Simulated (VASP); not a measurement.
Write the native input for VASP 6.6.1 that does the following.

| Item | Value |
| --- | --- |
| Task | single point |
| Functional | PBE |
| Potentials or basis | VASP PAW PBE potentials, release 64 (Sb) |
| Cutoff | 500 eV |
| k mesh | 9 × 9 × 9 |
| Occupations | fermi-dirac, width 0.1 eV |
| Spin | collinear spin, zero start |
| Starting moments | [0.0] μB |
| Dipole correction | no |
| Further INCAR settings | ALGO = Normal; EDIFF = 1e-06; NBANDS = 12 |

The structure of Sb lies in POSCAR:

```
Sb
1.0
   -1.7250000000      1.7250000000      1.7250000000
    1.7250000000     -1.7250000000      1.7250000000
    1.7250000000      1.7250000000     -1.7250000000
Sb
1
Direct
    0.0000000000      0.0000000000      0.0000000000
```

This isn't the form of Sb at room conditions, which is rhombohedral.

The input as run:

INCAR

```
PREC = Accurate
ENCUT = 500
EDIFF = 1E-6
ISMEAR = -1
SIGMA = 0.1
LREAL = False
LASPH = True
NELM = 200
ALGO = Normal
ISIF = 2
LWAVE = False
LCHARG = False
ISPIN = 2
MAGMOM = 0
LORBIT = 11
GGA = PE
NBANDS = 12
GGA_COMPAT = False
```

KPOINTS

```
regular mesh
0
Gamma
  9 9 9
```

Potentials or basis: VASP PAW PBE potentials, release 64 (Sb).

Command:

```bash
$ cat potpaw_PBE.64/Sb/POTCAR > POTCAR
$ mpirun -np 1 vasp_std > vasp.out
```

It gave:

```json
{"Pressure": "33.0 GPa", "Net moment": "0.00 μB per cell", "Valence electrons inside the program's atomic spheres": "Sb 2.50"}
```

Caveat: the cell stands under pressure.

Run time: 18 s on 1 thread of AMD EPYC 7R43 64-Core Processor (Zen 3), on a shared host, peak memory 0.11 GiB.
